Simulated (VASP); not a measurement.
The system is TiO2.

```
Ti O
1.0
     1.50404    0.86836    4.89520
    -1.50404    0.86836    4.89520
     0.00000   -1.73672    4.89520
Ti O
1 2
Direct
  0.00000 0.00000 0.00000
  0.60176 0.60176 0.60176
  0.39824 0.39824 0.39824
```

```yaml
Program: VASP 6.6.1
Task: relaxation of cell and atoms
Functional: PBE
Dispersion: D3(BJ)
Potentials_or_basis: VASP PAW PBE potentials, release 64 (Ti_sv, O)
Cutoff: 600 eV
k_mesh: 9 × 9 × 9
Occupations: gaussian, width 0.02 eV
Spin: no spin polarisation
Hubbard_terms: Ti d U = 4.0 eV
```

At the start: pressure 3.4 GPa; volume 12.79 Å³/atom.

**Question.** How do energy, volume and symmetry change on relaxing?

**Answer.** Over 12 steps the energy falls by 3.0 meV/atom and the volume is 12.84 Å³/atom (+0.4 %); space group R-3m (No. 166, to 0.1 Å) before and after.

The path:
```tsv
step	energy change (eV)	largest force (eV/Å)	pressure (GPa)	volume (Å³)
1	0.0000	0.3880	3.38	38.36
2	0.0153	0.4943	-5.64	39.88
3	-0.0085	0.0440	-0.19	38.92
4	-0.0085	0.0506	-0.13	38.91
5	-0.0087	0.0257	-0.05	38.85
6	-0.0088	0.0116	-0.01	38.82
7	-0.0088	0.0011	-0.11	38.80
8	-0.0089	0.0225	-0.32	38.77
9	-0.0089	0.0217	-0.31	38.76
10	-0.0089	0.0189	-0.27	38.72
11	-0.0090	0.0133	-0.19	38.66
12	-0.0090	0.0022	-0.03	38.53
```

Final structure:
```
Ti O
1.0
     1.51017    0.87190    4.87722
    -1.51017    0.87190    4.87722
     0.00000   -1.74380    4.87722
Ti O
1 2
Direct
  0.00000 0.00000 0.00000
  0.60056 0.60056 0.60056
  0.39944 0.39944 0.39944
```
